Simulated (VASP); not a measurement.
# Cu (Fm-3m) in VASP: further runs, part 2 of 2

VASP 6.6.1. The steps go on from the part before.

### 3 Single point, PBEsol

File INCAR:

```
PREC = Accurate
ENCUT = 520
EDIFF = 1E-6
ISMEAR = 0
SIGMA = 0.15
LREAL = F
LASPH = T
NELM = 80
ALGO = Normal
ISIF = 2
LWAVE = F
LCHARG = F
GGA = PS
NBANDS = 12
```

File KPOINTS:

```
regular mesh
0
Gamma
  24 24 24
```

File POSCAR:

```
Cu
1.0
    0.0000000000      1.8075000000      1.8075000000
    1.8075000000      0.0000000000      1.8075000000
    1.8075000000      1.8075000000      0.0000000000
Cu
1
Direct
    0.0000000000      0.0000000000      0.0000000000
```

Potentials or basis: VASP PAW PBE potentials, release 64 (Cu).

Started as:

```
cat potpaw_PBE.64/Cu/POTCAR > POTCAR
mpirun -np 1 vasp_std > vasp.out
```

OUTCAR:

```text
PREC = Accurate
   ENCUT = 520
   EDIFF = 1E-6
   ISMEAR = 0
   LREAL = F
   LASPH = T
   NELM = 80
   ISIF = 2
   GGA = PS

 ion  position               nearest neighbor table
   1  0.000  0.000  0.000-

  LATTYP: Found a face centered cubic cell.
 ALAT       =     3.6150000000

  Lattice vectors:

 A1 = (   0.0000000000,   1.8075000000,   1.8075000000)
 A2 = (   1.8075000000,   0.0000000000,   1.8075000000)
 A3 = (   1.8075000000,   1.8075000000,   0.0000000000)

Analysis of symmetry for initial positions (statically):
=====================================================================
 Subroutine PRICEL returns:
 Original cell was already a primitive cell.

 Routine SETGRP: Setting up the symmetry group for a
 face centered cubic supercell.

 Subroutine GETGRP returns: Found 48 space group operations
 (whereof 48 operations were pure point group operations)
 out of a pool of 48 trial point group operations.

The static configuration has the point symmetry O_h .

Analysis of symmetry for dynamics (positions and initial velocities):
=====================================================================
 Subroutine PRICEL returns:
 Original cell was already a primitive cell.

 Routine SETGRP: Setting up the symmetry group for a
 face centered cubic supercell.

 Subroutine GETGRP returns: Found 48 space group operations
 (whereof 48 operations were pure point group operations)
 out of a pool of 48 trial point group operations.

The dynamic configuration has the point symmetry O_h .

 Subroutine INISYM returns: Found 48 space group operations
 (whereof 48 operations are pure point group operations),
 and found     1 'primitive' translations

----------------------------------------------------------------------------------------

                                     Primitive cell

  volume of cell :      11.8104

  direct lattice vectors                    reciprocal lattice vectors
     0.000000000  1.807500000  1.807500000    -0.276625173  0.276625173  0.276625173
     1.807500000  0.000000000  1.807500000     0.276625173 -0.276625173  0.276625173
     1.807500000  1.807500000  0.000000000     0.276625173  0.276625173 -0.276625173

  length of vectors
     2.556191014  2.556191014  2.556191014     0.479128854  0.479128854  0.479128854

  position of ions in fractional coordinates (direct lattice)
     0.000000000  0.000000000  0.000000000

  ion indices of the primitive-cell ions
   primitive index   ion index
                 1           1

----------------------------------------------------------------------------------------

 KPOINTS: regular mesh

Automatic generation of k-mesh.
 Grid dimensions read from file:
 generate k-points for:   24   24   24

 Generating k-lattice:

  Cartesian coordinates                     Fractional coordinates (reciprocal lattice)
    -0.011526049  0.011526049  0.011526049     0.041666667  0.000000000  0.000000000
     0.011526049 -0.011526049  0.011526049     0.000000000  0.041666667  0.000000000
     0.011526049  0.011526049 -0.011526049     0.000000000  0.000000000  0.041666667

  Length of vectors
     0.019963702  0.019963702  0.019963702

  Shift w.r.t. Gamma in fractional coordinates (k-lattice)
     0.000000000  0.000000000  0.000000000

 Subroutine IBZKPT returns following result:
 ===========================================

 Found    413 irreducible k-points:

 Following reciprocal coordinates:
            Coordinates               Weight
  0.000000  0.000000  0.000000      1.000000
  0.041667  0.000000  0.000000      8.000000
  0.083333  0.000000  0.000000      8.000000
  0.125000  0.000000  0.000000      8.000000
  0.166667  0.000000  0.000000      8.000000
  0.208333  0.000000  0.000000      8.000000
[... 16 lines left out ...]
  0.416667  0.041667  0.000000     24.000000
  0.458333  0.041667  0.000000     24.000000
 [... further k-points ...]
   k-points           NKPTS =    413   k-points in BZ     NKDIM =    413   number of bands    NBANDS=     12
   number of dos      NEDOS =    301   number of ions     NIONS =      1
   total plane-waves  NPLWV =   8000
   dimension x,y,z NGX =    20 NGY =   20 NGZ =   20
   dimension x,y,z NGXF=    40 NGYF=   40 NGZF=   40
   ions per type =               1
   NGX,Y,Z   is equivalent  to a cutoff of  13.01, 13.01, 13.01 a.u.
   NGXF,Y,Z  is equivalent  to a cutoff of  26.01, 26.01, 26.01 a.u.
 SYSTEM =  unknown system
   PREC   = accura    normal or accurate (medium, high low for compatibility)
   ISTART =      0    job   : 0-new  1-cont  2-samecut
   ICHARG =      2    charge: 1-file 2-atom 10-const
   ISPIN  =      1    spin polarized calculation?
   LNONCOLLINEAR =      F non collinear calculations
   LSORBIT =      F    spin-orbit coupling
   LASPH  =      T    aspherical Exc in radial PAW
   ENCUT  =  520.0 eV  38.22 Ry    6.18 a.u.   4.75  4.75  4.75*2*pi/ulx,y,z
   NELM   =     80;   NELMIN=  2; NELMDL= -5     # of ELM steps
   EDIFF  = 0.1E-05   stopping-criterion for ELM
   LREAL  =      F    real-space projection
   EDIFFG = 0.1E-04   stopping-criterion for IOM
   NSW    =      0    number of steps for IOM
   IBRION =     -1    ionic relax: 0-MD 1-quasi-New 2-CG
   NFREE  =      0    steps in history (QN), initial steepest desc. (CG)
   ISIF   =      2    stress and relaxation
   ISYM   =      2    0-nonsym 1-usesym 2-fastsym
   POTIM  = 0.5000    time-step for ionic-motion
   TEBEG  =    0.0;   TEEND  =   0.0 temperature during run
   PSTRESS=    0.0 pullay stress
   NELECT =      11.0000    total number of electrons
   NUPDOWN=      -1.0000    fix difference up-down
   EMIN   =  10.00;   EMAX   =-10.00  energy-range for DOS
   EFERMI =   0.00;   METHOD = LEGACY
   ISMEAR =     0;   SIGMA  =   0.15  broadening in eV -4-tet -1-fermi 0-gaus
   EFERMI_NEDOS =   21; number of points for ismear=-14 and -15
   IALGO  =     38    algorithm
   IMIX   =      4    mixing-type and parameters
     AMIX     =   0.40;   BMIX     =  1.00
     AMIX_MAG =   1.60;   BMIX_MAG =  1.00
  volume/ion in A,a.u.               =      11.81        79.70
  Fermi-wavevector in a.u.,A,eV,Ry     =   1.598763  3.021224 34.777078  2.556043
  Thomas-Fermi vector in A             =   2.696162
   LORBIT       =      0    0 simple, 1 ext, 2 COOP (PROOUT), +10 PAW based schemes
   GGA     = PS    functional components
   LHFCALC =     F    Hartree Fock is set to
   AEXX    =    0.0000 exact exchange contribution
   IVDW    =     0    specifies the selected vdW correction
   LEPSILON=     F    determine dielectric tensor
   LRPA    =     F    only Hartree local field effects (RPA)
 non-spin polarized calculation
 Gauss-broadening in eV      SIGMA  =   0.15
  energy-cutoff  :      520.00
  volume of cell :       11.81
 maximum number of plane-waves:       332
   NGX =  9   NGY =  9   NGZ =  9

 number of electron      11.0000001 magnetization

 Free energy of the ion-electron system (eV)
  ---------------------------------------------------
  ext. energy  EPLUGINS =         0.00000000
  ---------------------------------------------------
  free energy    TOTEN  =        -4.30279368 eV

  energy without entropy =       -4.30004265  energy(sigma->0) =       -4.30141816

 E-fermi :   7.4029     XC(G=0): -12.9076

 val. band max:        7.3938300467   @ k =   0.5000   0.1667   0.0417
 cond. band min:       7.4488238264   @ k =   0.5000   0.2500   0.0833
 fundamental gap:      0.0549937798
 Fermi energy:         7.4028866921

 k-point     1 :       0.0000    0.0000    0.0000
  band No.  band energies     occupation
      1      -1.9884      2.00000
      2       4.3748      2.00000
      3       4.3748      2.00000
      4       4.3748      2.00000
      5       5.2068      2.00000
      6       5.2068      2.00000
      7      29.9830      0.00000
      8      32.5968      0.00000
      9      32.5968      0.00000
     10      32.5968      0.00000
     11      35.0742      0.00000
     12      35.0742      0.00000
[... 331 lines left out ...]
 k-point    24 :       0.4583    0.0417    0.0000
  band No.  band energies     occupation
      1       2.2754      2.00000
      2       4.3352      2.00000
      3       4.3820      2.00000
      4       5.3499      2.00000
      5       5.7622      2.00000
      6       6.2591      2.00000
      7      11.9613      0.00000
      8      28.1423      0.00000
      9      28.6017      0.00000
     10      29.2161      0.00000
     11      33.1324      0.00000
     12      33.4759      0.00000

 [... further k-points ...]

------------------------ aborting loop because EDIFF is reached ----------------------------------------

  FORCE on cell =-STRESS in cart. coord.  units (eV):
  Direction    XX          YY          ZZ          XY          YZ          ZX
  --------------------------------------------------------------------------------------
  -------------------------------------------------------------------------------------
  Total       -0.4256530     -0.4256530     -0.4256530      0.0000000      0.0000000     -0.0000000
  in kB      -57.7432653    -57.7432653    -57.7432653      0.0000000      0.0000000     -0.0000000
  external PRESSURE =     -57.7432653 kB  Pullay stress =       0.0000000 kB

 VOLUME and BASIS-vectors are now :
 -----------------------------------------------------------------------------
  energy-cutoff  :      520.00
  volume of cell :       11.81
      direct lattice vectors                 reciprocal lattice vectors
     0.000000000  1.807500000  1.807500000    -0.276625173  0.276625173  0.276625173
     1.807500000  0.000000000  1.807500000     0.276625173 -0.276625173  0.276625173
     1.807500000  1.807500000  0.000000000     0.276625173  0.276625173 -0.276625173

 POSITION                                       TOTAL-FORCE (eV/Angst)
 -----------------------------------------------------------------------------------
      0.00000      0.00000      0.00000         0.000000     -0.000000     -0.000000
 -----------------------------------------------------------------------------------
    total drift:                                0.000000      0.000000      0.000000

  FREE ENERGIE OF THE ION-ELECTRON SYSTEM (eV)
  ---------------------------------------------------
  free  energy   TOTEN  =        -4.3027936754 eV

  energy  without entropy=       -4.3000426501  energy(sigma->0) =       -4.30141816
```

OSZICAR:

```text
N       E                     dE             d eps       ncg     rms          rms(c)
DAV:   1     0.415083619632E+02    0.41508E+02   -0.54055E+03 11116   0.153E+03
DAV:   2    -0.406906131878E+01   -0.45577E+02   -0.42236E+02 10256   0.204E+02
DAV:   3    -0.537742374734E+01   -0.13084E+01   -0.12935E+01 11552   0.396E+01
DAV:   4    -0.538569387276E+01   -0.82701E-02   -0.82688E-02 11280   0.275E+00
DAV:   5    -0.538576949232E+01   -0.75620E-04   -0.75619E-04 11768   0.270E-01    0.839E+00
DAV:   6    -0.477414114338E+01    0.61163E+00   -0.17737E+01 11832   0.796E+01    0.441E+00
DAV:   7    -0.431608872024E+01    0.45805E+00   -0.27767E+00 11792   0.314E+01    0.537E-01
DAV:   8    -0.430496940223E+01    0.11119E-01   -0.65928E-03 11968   0.148E+00    0.350E-01
DAV:   9    -0.430278790694E+01    0.21815E-02   -0.12508E-02 12156   0.190E+00    0.257E-02
DAV:  10    -0.430279238004E+01   -0.44731E-05   -0.43903E-05 14452   0.112E-01    0.567E-03
DAV:  11    -0.430279369332E+01   -0.13133E-05   -0.41521E-07  8464   0.988E-03    0.484E-04
DAV:  12    -0.430279367540E+01    0.17921E-07   -0.61050E-08  6012   0.293E-03
   1 F= -.43027937E+01 E0= -.43014182E+01  d E =-.275103E-02
```

stdout:

```text
POSCAR found type information on POSCAR Cu
 POSCAR found :  1 types and       1 ions
 scaLAPACK will be used
 -----------------------------------------------------------------------------
|                                                                             |
|                                                                             |
|     You enforced a specific xc type in the INCAR file but a different       |
|     I HOPE YOU KNOW WHAT YOU ARE DOING!                                     |
|                                                                             |
 -----------------------------------------------------------------------------

 LDA part: xc-table for (Slater+PW92), standard interpolation
 POSCAR, INCAR and KPOINTS ok, starting setup
 FFT: planning ... GRIDC
 FFT: planning ... GRID_SOFT
 FFT: planning ... GRID
 WAVECAR not read
 entering main loop
```

It took 37 s on 1 thread of Intel Xeon Platinum 8375C at 2.90GHz (Ice Lake), shared host; peak memory 0.17 GiB.

Results:

```yaml
Free_energy: -4.3028 eV
Pressure: -5.8 GPa
```

Caveat: the PAW data sets were made with another functional, which shifts forces and pressure a little.

### 4 Single point, PBEsol

This run uses another cell than the first one: it holds 8 atoms, not 1.

File INCAR:

```
PREC = Accurate ; ENCUT = 520
EDIFF = 1E-6 ; ISMEAR = 0
SIGMA = 0.15 ; LREAL = F
LASPH = T ; NELM = 80
ALGO = Fast ; ISIF = 2
LWAVE = F ; LCHARG = T
GGA = PS ; LELF = T
LVHAR = T ; NBANDS = 54
```

File KPOINTS:

```
regular mesh
0
Gamma
  12 12 12
```

File POSCAR:

```
Cu
1.0
    3.6150000000      0.0000000000      3.6150000000
    0.0000000000     -3.6150000000      3.6150000000
    3.6150000000     -3.6150000000      0.0000000000
Cu
8
Direct
    0.0000000000      0.0000000000      0.5000000000
    0.0000000000      0.5000000000      0.5000000000
    0.5000000000      0.0000000000      0.5000000000
    0.5000000000      0.5000000000      0.5000000000
    0.0000000000      0.0000000000      0.0000000000
    0.0000000000      0.5000000000      0.0000000000
    0.5000000000      0.0000000000      0.0000000000
    0.5000000000      0.5000000000      0.0000000000
```

Started as:

```
cat potpaw_PBE.64/Cu/POTCAR > POTCAR
mpirun -np 1 vasp_std > vasp.out
```

Wall time 8.9 min (1 thread of Intel Xeon Platinum 8375C at 2.90GHz (Ice Lake), shared host); peak memory 0.41 GiB.

It converged, with:

```yaml
Free_energy: -34.4226 eV
Pressure: -5.8 GPa
Band_gap_on_the_k_mesh: zero (band 44 reaches 8.32 eV, above the bottom of band 45 at 6.36 eV)
```

Levels at points of the mesh, in eV from the Fermi level:
| k point | band 40 | band 41 | band 42 | band 43 | band 44 | band 45 | band 46 | band 47 | band 48 | band 49 |
| --- | --- | --- | --- | --- | --- | --- | --- | --- | --- | --- |
| (0.00, 0.00, 0.00) | -1.49 | -1.49 | -1.04 | -1.04 | -1.04 | -1.04 | 1.45 | 1.45 | 1.45 | 3.74 |
| (0.50, 0.00, 0.00) | -1.59 | -1.59 | -1.59 | 0.92 | 0.92 | 0.92 | 0.92 | 0.92 | 0.92 | 6.68 |
| (0.50, 0.50, 0.00) | -1.92 | -1.49 | -1.49 | -0.32 | -0.32 | -0.32 | -0.32 | 6.17 | 6.17 | 6.17 |

Caveat: the PAW data sets were made with another functional, which shifts forces and pressure a little.

### 5 Overview

| cell | k mesh | gap on the mesh (eV) | pressure (GPa) |
| --- | --- | --- | --- |
| a = 2.556 Å, angles 60.0°, 1 atom | 22 × 22 × 22 | none | -5.6 |
| a = 2.556 Å, angles 60.0°, 1 atom | 24 × 24 × 24 | none | -5.8 |
| a = 5.112 Å, angles 60.0°, 8 atoms | 12 × 12 × 12 | none | -5.8 |

Alike in all rows: task single point; level PBEsol; potentials or basis VASP PAW PBE potentials, release 64 (Cu); no spin polarisation; cutoff (eV) 520; smearing gaussian 0.15 eV.

Caveats: the PAW data sets were made with another functional, which shifts forces and pressure a little.

Total energies depend on the potentials used, so only differences within one code and one set of settings carry meaning.
